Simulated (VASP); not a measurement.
Input of a VASP 6.6.1 run:

Contents of INCAR:

```
SYSTEM = TaN
PREC = Accurate
ENCUT = 700
EDIFF = 1E-6
ISMEAR = 0
SIGMA = 0.1
LREAL = .False.
LASPH = .True.
NELM = 200
ALGO = Normal
ISIF = 2
LWAVE = .False.
LCHARG = .False.
ISPIN = 2
MAGMOM = 1 0
LORBIT = 11
LMAXMIX = 4
NBANDS = 20
GGA_COMPAT = .False.
```

KPOINTS

```
Automatic mesh
0
Gamma
  6 6 6
  0 0 0
```

Contents of POSCAR:

```
TaN
1.0
    2.9379988584      0.0000000000      0.0000000000
   -1.4689994292      2.5443816477      0.0000000000
    0.0000000000      0.0000000000      2.8830000000
Ta N
1 1
Direct
    0.3333333333      0.6666666667      0.5000000000
    0.0000000000      0.0000000000      0.0000000000
```

Potentials or basis: VASP PAW LDA potentials, release 64 (Ta_sv_GW, N).

Command:

```console
$ cat potpaw_LDA.64/Ta_sv_GW/POTCAR potpaw_LDA.64/N/POTCAR > POTCAR
$ mpirun -np 1 vasp_std > vasp.out
```

**Question.** What does it give for the pressure?

**Answer.** -10.6 GPa.

**Question.** Predict the net moment.

**Answer.** 0.00 μB per cell.

**Question.** What does it give for the band gap on the k mesh?

**Answer.** Zero (filled and empty bands overlap).

Stress tensor (GPa, compression positive):
```
-10.06   0.00   0.00
  0.00 -10.06   0.00
  0.00   0.00 -11.55
```

Caveat: the k points lie up to 0.41 Å⁻¹ apart; spin-orbit coupling is left out, which moves the levels of the heavy elements.
